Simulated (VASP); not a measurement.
Wanted: the native input for a VASP 6.6.1 run.

```yaml
Task: single point
Functional: r2SCAN
Potentials_or_basis: VASP PAW PBE potentials, release 64 (Ti_sv)
Cutoff: 520 eV
k_mesh: 20 × 20 × 11
Occupations: fermi-dirac, width 0.1 eV
Spin: no spin polarisation
Dipole_correction: no
Further_INCAR_settings: ALGO = Normal; EDIFF = 1e-06; NBANDS = 19
```

Crystal: Ti.

```
CELL_PARAMETERS angstrom
2.93586 0.00000 0.00000
-1.46793 2.54253 0.00000
0.00000 0.00000 4.64162
ATOMIC_POSITIONS crystal
Ti 0.33333 0.66667 0.25000
Ti 0.66667 0.33333 0.75000
```

These files were run (other wordings do the same):

POSCAR

```
Ti
1.0
    2.9358559450      0.0000000000      0.0000000000
   -1.4679279725      2.5425258302      0.0000000000
    0.0000000000      0.0000000000      4.6416239698
Ti
2
Direct
    0.3333333333      0.6666666667      0.2500000000
    0.6666666667      0.3333333333      0.7500000000
```

INCAR.step1

```
ALGO     = Normal         # electronic algorithm
EDIFF    = 1E-4           # SCF threshold, eV
ENCUT    = 520            # plane-wave cutoff, eV
GGA      = PE             # functional
ISMEAR   = -1             # smearing method
LASPH    = T              # aspherical terms in the spheres
LCHARG   = F              # write CHGCAR
LREAL    = F              # projectors in reciprocal space
LWAVE    = T              # write WAVECAR
NBANDS   = 19             # bands
NELM     = 100            # most SCF steps
PREC     = Accurate       # precision mode
SIGMA    = 0.1            # smearing width, eV
```

INCAR.step2

```
ALGO     = Normal         # electronic algorithm
EDIFF    = 1E-6           # SCF threshold, eV
ENCUT    = 520            # plane-wave cutoff, eV
ISIF     = 2              # what is computed and relaxed
ISMEAR   = -1             # smearing method
ISTART   = 1            
LASPH    = T              # aspherical terms in the spheres
LCHARG   = F              # write CHGCAR
LMIXTAU  = T            
LREAL    = F              # projectors in reciprocal space
LWAVE    = F              # write WAVECAR
METAGGA  = R2SCAN         # meta-GGA
NBANDS   = 19             # bands
NELM     = 100            # most SCF steps
PREC     = Accurate       # precision mode
SIGMA    = 0.1            # smearing width, eV
```

KPOINTS

```
k-points
0
Gamma
  20 20 11
```

Potentials or basis: VASP PAW PBE potentials, release 64 (Ti_sv).

The run is started by

```sh
$ cat potpaw_PBE.64/Ti_sv/POTCAR > POTCAR
$ cp INCAR.step1 INCAR
$ mpirun -np 1 vasp_std > vasp.out
$ cp INCAR.step2 INCAR
$ mpirun -np 1 vasp_std > vasp.out
```

It gave:

* Pressure: 0.4 GPa
* Band gap on the k mesh: zero (bands 12 and 13 overlap by 1.26 eV)

Caveat: the PAW data sets were made with another functional, which shifts forces and pressure a little.

It took 6 min on 1 thread of Intel(R) Xeon(R) Platinum 8488C (Sapphire Rapids), on a shared host, peak memory 0.27 GiB.
